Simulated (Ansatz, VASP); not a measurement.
## One calculation of TePb, two programs

File INCAR:

```
AGGAC    = 1.0          
AGGAX    = 1.0          
ALDAC    = 0.0          
ALDAX    = 1.0          
ALGO     = Normal         # electronic algorithm
EDIFF    = 1E-7           # SCF threshold, eV
EDIFFG   = -0.01          # ionic threshold
ENCUT    = 600            # plane-wave cutoff, eV
GGA      = B5             # functional
IBRION   = 2              # ionic algorithm
ISIF     = 3              # what is computed and relaxed
ISMEAR   = -1             # smearing method
LASPH    = True           # aspherical terms in the spheres
LCHARG   = False          # write CHGCAR
LREAL    = False          # projectors in reciprocal space
LWAVE    = False          # write WAVECAR
NELM     = 80             # most SCF steps
NSW      = 60             # ionic steps
PREC     = Accurate       # precision mode
SIGMA    = 0.05           # smearing width, eV
```

The input KPOINTS:

```
k-points
0
Gamma
  7 7 7
```

File POSCAR:

```
TePb
1.0
    4.0022870000      0.0000000000      0.0000000000
    0.0000000000      4.0022870000      0.0000000000
    0.0000000000      0.0000000000      4.0022870000
Pb Te
1 1
Direct
    0.0000000000      0.0000000000      0.0000000000
    0.5000000000      0.5000000000      0.5000000000
```

input.yaml

```yaml
crystal:
  lattice:
    - [4.002287, 0.0, 0.0]
    - [0.0, 4.002287, 0.0]
    - [0.0, 0.0, 4.002287]
  atoms:
    - { symbol: Pb, position: [0.0, 0.0, 0.0] }
    - { symbol: Te, position: [0.5, 0.5, 0.5] }
hamiltonian:
  xc: blyp
  pseudopotentials: { kind: paw }
kpoints:
  mp_grid: { grid: [7, 7, 7] }
scf:
  occupations: { method: fermi_dirac, width: 0.05 }
output:
  forces: true
  stress: true
relax:
  f_tol: 0.01
  max_steps: 40
  cell: { stress_tol: 0.05 }
```

Alike in both runs: task relaxation of cell and atoms; functional BLYP; k mesh 7 × 7 × 7; occupations fermi-dirac, width 0.05 eV; no spin polarisation.

```csv
,VASP,Ansatz
version,VASP 6.6.1,Ansatz 0.2.0
potentials or method,"VASP PAW PBE potentials, release 64 (Pb_d, Te)",Ansatz PAW
plane-wave cutoff (eV),600,420
valence electrons in the cell,20,30
```

```tsv
	VASP	Ansatz	Ansatz less VASP
relaxed volume (Å³/atom)	35.16	35.09	-0.067
relaxed length of the cell vector where the two differ most in proportion (Å)	4.127	4.125	-0.0026
```

VASP's potentials were made for PBE, not for BLYP. VASP's potentials hold 20 valence electrons a cell and Ansatz's 30, so a difference there can come from the potentials and not from the codes.

Spin-orbit coupling is off throughout. Noted on Ansatz's run: the plane-wave basis is chosen anew once the cell has moved, so the energies of steps on either side of that aren't comparable.
